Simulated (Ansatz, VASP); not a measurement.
## Be2CdS2: VASP beside Ansatz

```
CELL_PARAMETERS angstrom
4.00920 0.00000 0.00000
-2.00460 3.47207 0.00000
0.00000 0.00000 6.97493
ATOMIC_POSITIONS crystal
Be 0.66667 0.33333 0.22640
Be 0.66667 0.33333 0.77360
Cd 0.00000 0.00000 0.50000
S 0.00000 0.00000 0.00000
S 0.33333 0.66667 0.50000
```

Change from the starting cell: species swapped into the Eu2ZnSb2 type (P-6m2, No. 187).

Alike in both runs: task relaxation of cell and atoms; functional PBE; k mesh 6 × 6 × 4; occupations gaussian, width 0.1 eV; no spin polarisation.

```csv
,VASP,Ansatz
version,VASP 6.6.1,Ansatz 0.2.0
potentials or method,"VASP PAW PBE potentials, release 64 (Be, Cd_sv_GW, S), cutoff 600 eV","scalar-relativistic, plane waves, PAW"
valence electrons in the cell,36,36
```

|  | VASP | Ansatz | Ansatz less VASP |
| --- | --- | --- | --- |
| gap on the k mesh at the Fermi level, each at its own relaxed structure (eV) | none | none | - |
| relaxed volume (Å³/atom) | 17.81 | 18.68 | +0.870 |
| relaxed cell length with the largest relative difference (Å) | 5.529 | 6.184 | +0.6550 |

A gap of «none» marks a metal or a gap that the smearing closes. One of these differences is far larger than is usual between the two programs; its cause wasn't traced.
